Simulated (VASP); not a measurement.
Runs of VASP 6.6.1 on Ru. The structure is that of space group Fm-3m (No. 225), or close to it. The cells are those of the table. This isn't the form of Ru at room conditions, which is hcp.

```tsv
task	cell	k mesh	gap on the mesh (eV)	pressure (GPa)	relaxed volume (Å³/atom)
single point	a = 2.692 Å, angles 60.0°, 1 atom	8 × 8 × 8	none	-0.1	-
single point	a = 2.803 Å, angles 60.0°, 1 atom	8 × 8 × 8	none	(a)	-
single point	a = 2.694 Å, angles 60.0°, 1 atom	18 × 18 × 18	none	-0.1	-
relaxation of cell and atoms	relaxed from a = 2.692 Å, angles 60.0°, 1 atom	18 × 18 × 18	none	0.0	13.83
relaxation of cell and atoms	relaxed from a = 2.803 Å, angles 60.0°, 1 atom	8 × 8 × 8	none	0.0	13.79
```

Alike in all rows: level PBE; potentials or basis VASP PAW PBE potentials, release 64 (Ru_pv); no spin polarisation; cutoff (eV) 500; smearing gaussian 0.1 eV.

Estimate the missing entries.

(a) -27.7.

Caveats: an empty level that is flat over the whole mesh can mark a ghost state of the potentials, or a narrow d or f band (at least some runs); the cell stands under tension (at least some runs).

A k mesh can miss the band edges, and the runs leave out spin-orbit coupling on Ru.

A gap of «none» marks levels without a gap at the run's occupations.
